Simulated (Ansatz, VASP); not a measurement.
Two plane-wave programs on Ir

```
CELL_PARAMETERS angstrom
0.00000 1.91507 1.91507
1.91507 0.00000 1.91507
1.91507 1.91507 0.00000
ATOMIC_POSITIONS crystal
Ir 0.00000 0.00000 0.00000
```

Alike in both runs: functional PBEsol; k mesh 18 × 18 × 18; occupations gaussian, width 0.1 eV; no spin polarisation.

Ansatz relaxed the structure, and its values are those at the end. VASP's run is a single point on that final structure, the one shown.

```csv
,VASP,Ansatz
version,VASP 6.6.1,Ansatz 0.2.0
potentials or method,"VASP PAW PBE potentials, release 64 (Ir), cutoff 520 eV","scalar-relativistic, plane waves, PAW"
valence electrons in the cell,9,17
```

|  | VASP | Ansatz | Ansatz less VASP |
| --- | --- | --- | --- |
| gap on the k mesh at the Fermi level (eV) | none | none | - |
| pressure (GPa) | 1.0 | 0.0 | -0.97 |

VASP's potentials were made for PBE, not for PBEsol. A gap of «none» marks a metal or a gap that the smearing closes. With one functional, cell and mesh, what is left measures potentials, basis and numerics. VASP's potentials hold 9 valence electrons a cell and Ansatz's 17, so a difference there can come from the potentials and not from the codes.

Spin-orbit coupling is off throughout.
